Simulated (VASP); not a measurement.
# Si (Fd-3m) in VASP: single point with PBE

Aim: the single point of Si with PBE.

Program: VASP 6.6.1. These are calculated values, not measurements. Logs are shortened: lines on timing, memory, paths and dates and some standing lists are left out, and cuts for length are marked.

### Step 1. The cell of the first run

The structure is cubic, space group Fd-3m (No. 227). Conventional cell: a = 5.470 Å, b = 5.470 Å, c = 5.470 Å, α = 90.00°, β = 90.00°, γ = 90.00°. Si (site symmetry -43m) has 4 Si at 2.37 Å within 3.1 Å.

### Step 2. Single point, PBE

The input, INCAR:

```
  PREC = Accurate
  ENCUT = 520
  EDIFF = 1E-7
  ISMEAR = 0
  SIGMA = 0.1
  LREAL = F
  LASPH = T
  NELM = 80
  ALGO = Normal
  ISIF = 2
  LWAVE = F
  LCHARG = F
  GGA = PE
  NBANDS = 21
```

The input, KPOINTS:

```
regular mesh
0
Gamma
  10 10 10
```

The input, POSCAR:

```
Si
1.0
    0.0000000000      2.7350468289     -2.7350468289
    5.4700936579      0.0000000000      0.0000000000
   -2.7350468289     -5.4700936579     -2.7350468289
Si
6
Direct
    0.1666666667      0.4166666667      0.3333333333
    0.5000000000      0.7500000000      0.0000000000
    0.8333333333      0.0833333333      0.6666666667
    0.3333333333      0.3333333333      0.6666666667
    0.6666666667      0.6666666667      0.3333333333
    1.0000000000      0.0000000000      1.0000000000
```

Potentials or basis: VASP PAW PBE potentials, release 64 (Si).

The run is started by

```bash
$ cat potpaw_PBE.64/Si/POTCAR > POTCAR
$ mpirun -np 1 vasp_std > vasp.out
```

OUTCAR:

```text
PREC = Accurate
   ENCUT = 520
   EDIFF = 1E-7
   ISMEAR = 0
   LREAL = F
   LASPH = T
   NELM = 80
   ISIF = 2
   GGA = PE

 ion  position               nearest neighbor table
   1  0.167  0.417  0.333-   5 2.37   5 2.37   6 2.37   4 2.37
   2  0.500  0.750  0.000-   5 2.37   6 2.37   6 2.37   4 2.37
   3  0.833  0.083  0.667-   6 2.37   4 2.37   4 2.37   5 2.37
   4  0.333  0.333  0.667-   3 2.37   3 2.37   2 2.37   1 2.37
   5  0.667  0.667  0.333-   2 2.37   1 2.37   1 2.37   3 2.37
   6  0.000  0.000  0.000-   3 2.37   2 2.37   2 2.37   1 2.37

  LATTYP: Found a body centered orthorhombic cell.
 ALAT       =     3.8679403192
 B/A-ratio  =     1.4142135624
 C/A-ratio  =     3.0000000000

  Lattice vectors:

 A1 = (   2.7350468289,   5.4700936579,   2.7350468289)
 A2 = (  -2.7350468290,   2.7350468290,   5.4700936578)
 A3 = (   2.7350468290,  -5.4700936579,  -2.7350468289)

Analysis of symmetry for initial positions (statically):
=====================================================================
 Subroutine PRICEL returns following result:

  LATTYP: Found a face centered cubic cell.
 ALAT       =     5.4700936570

  Lattice vectors:

 A1 = (  -0.0000000008,   2.7350468281,  -2.7350468289)
 A2 = (   2.7350468287,   2.7350468287,   0.0000000000)
 A3 = (   2.7350468284,  -0.0000000006,  -2.7350468289)

   3 primitive cells build up your supercell.

 Routine SETGRP: Setting up the symmetry group for a
 body centered orthorhombic supercell.

 Subroutine GETGRP returns: Found  8 space group operations
 (whereof  4 operations were pure point group operations)
 out of a pool of  8 trial point group operations.

The static configuration has the point symmetry C_2v.
 The point group associated with its full space group is D_2h.

Analysis of symmetry for dynamics (positions and initial velocities):
=====================================================================
 Subroutine PRICEL returns following result:

  LATTYP: Found a face centered cubic cell.
 ALAT       =     5.4700936570

  Lattice vectors:

 A1 = (  -0.0000000008,   2.7350468281,  -2.7350468289)
 A2 = (   2.7350468287,   2.7350468287,   0.0000000000)
 A3 = (   2.7350468284,  -0.0000000006,  -2.7350468289)

   3 primitive cells build up your supercell.
[... 107 lines left out ...]
   ENCUT  =  520.0 eV  38.22 Ry    6.18 a.u.   7.19 10.17 12.46*2*pi/ulx,y,z
   NELM   =     80;   NELMIN=  2; NELMDL= -5     # of ELM steps
   EDIFF  = 0.1E-06   stopping-criterion for ELM
   LREAL  =      F    real-space projection
   EDIFFG = 0.1E-05   stopping-criterion for IOM
   NSW    =      0    number of steps for IOM
   IBRION =     -1    ionic relax: 0-MD 1-quasi-New 2-CG
   NFREE  =      0    steps in history (QN), initial steepest desc. (CG)
   ISIF   =      2    stress and relaxation
   ISYM   =      2    0-nonsym 1-usesym 2-fastsym
   POTIM  = 0.5000    time-step for ionic-motion
   TEBEG  =    0.0;   TEEND  =   0.0 temperature during run
   PSTRESS=    0.0 pullay stress
   NELECT =      24.0000    total number of electrons
   NUPDOWN=      -1.0000    fix difference up-down
   EMIN   =  10.00;   EMAX   =-10.00  energy-range for DOS
   EFERMI =   0.00;   METHOD = LEGACY
   ISMEAR =     0;   SIGMA  =   0.10  broadening in eV -4-tet -1-fermi 0-gaus
   EFERMI_NEDOS =   21; number of points for ismear=-14 and -15
   IALGO  =     38    algorithm
   IMIX   =      4    mixing-type and parameters
     AMIX     =   0.40;   BMIX     =  1.00
     AMIX_MAG =   1.60;   BMIX_MAG =  1.00
  volume/ion in A,a.u.               =      20.46       138.07
  Fermi-wavevector in a.u.,A,eV,Ry     =   0.950160  1.795542 12.283394  0.902804
  Thomas-Fermi vector in A             =   2.078511
   LORBIT       =      0    0 simple, 1 ext, 2 COOP (PROOUT), +10 PAW based schemes
   GGA     = PE    functional components
   LHFCALC =     F    Hartree Fock is set to
   AEXX    =    0.0000 exact exchange contribution
   IVDW    =     0    specifies the selected vdW correction
   LEPSILON=     F    determine dielectric tensor
   LRPA    =     F    only Hartree local field effects (RPA)
 non-spin polarized calculation
 Gauss-broadening in eV      SIGMA  =   0.10
  energy-cutoff  :      520.00
  volume of cell :      122.76
 maximum number of plane-waves:      3335
 NGX is ok and might be reduce to    30
   NGX = 15   NGY = 21   NGZ = 25

 number of electron      24.0000000 magnetization

 Free energy of the ion-electron system (eV)
  ---------------------------------------------------
  ext. energy  EPLUGINS =         0.00000000
  ---------------------------------------------------
  free energy    TOTEN  =       -32.54942835 eV

  energy without entropy =      -32.54942831  energy(sigma->0) =      -32.54942833

 E-fermi :   5.9142     XC(G=0):  -9.3244

 val. band max:        5.6084304570   @ k =   0.0000   0.0000   0.0000
 cond. band min:       6.2277389669   @ k =   0.0000   0.2000   0.4000
 fundamental gap:      0.6193085099
 Fermi energy:         5.9142037950

 k-point     1 :       0.0000    0.0000    0.0000
  band No.  band energies     occupation
      1      -6.2011      2.00000
      2      -3.0069      2.00000
      3      -3.0069      2.00000
      4      -1.1030      2.00000
      5      -1.1030      2.00000
      6       1.3017      2.00000
[... 565 lines left out ...]
     20      11.4828      0.00000
     21      11.8096      0.00000

 [... further k-points ...]

------------------------ aborting loop because EDIFF is reached ----------------------------------------

  FORCE on cell =-STRESS in cart. coord.  units (eV):
  Direction    XX          YY          ZZ          XY          YZ          ZX
  --------------------------------------------------------------------------------------
  -------------------------------------------------------------------------------------
  Total       -0.0588456     -0.0545116     -0.0545116      0.0000000     -0.0018908      0.0000000
  in kB       -0.7680311     -0.7114658     -0.7114658      0.0000000     -0.0246785      0.0000000
  external PRESSURE =      -0.7303209 kB  Pullay stress =       0.0000000 kB

 VOLUME and BASIS-vectors are now :
 -----------------------------------------------------------------------------
  energy-cutoff  :      520.00
  volume of cell :      122.76
      direct lattice vectors                 reciprocal lattice vectors
     0.000000000  2.735046829 -2.735046829     0.000000000  0.121874818 -0.243749635
     5.470093658  0.000000000  0.000000000     0.182812226 -0.060937409 -0.060937409
    -2.735046829 -5.470093658 -2.735046829     0.000000000 -0.121874818 -0.121874818

 POSITION                                       TOTAL-FORCE (eV/Angst)
 -----------------------------------------------------------------------------------
      1.36752     -1.36752     -1.36752         0.000316     -0.000000     -0.000000
      4.10257      1.36752     -1.36752         0.000316     -0.000000      0.000000
     -1.36752     -1.36752     -4.10257         0.000316     -0.000000     -0.000000
     -0.00000     -2.73505     -2.73505        -0.000316      0.000000      0.000000
      2.73505      0.00000     -2.73505        -0.000316      0.000000     -0.000000
      0.00000      0.00000      0.00000        -0.000316     -0.000000     -0.000000
 -----------------------------------------------------------------------------------
    total drift:                               -0.000000      0.000000      0.000000

  FREE ENERGIE OF THE ION-ELECTRON SYSTEM (eV)
  ---------------------------------------------------
  free  energy   TOTEN  =       -32.5494283507 eV

  energy  without entropy=      -32.5494283142  energy(sigma->0) =      -32.54942833
```

Wall time 10 min (1 thread of Intel Xeon 8259CL, shared host); peak memory 0.44 GiB.

What came out:

```
Free energy            : -32.5494 eV
Pressure               : -0.1 GPa
Band gap on the k mesh : 0.62 eV
```

Caveat: semilocal functionals underestimate gaps, and a narrow one can read as zero. A k mesh can miss the band edges.
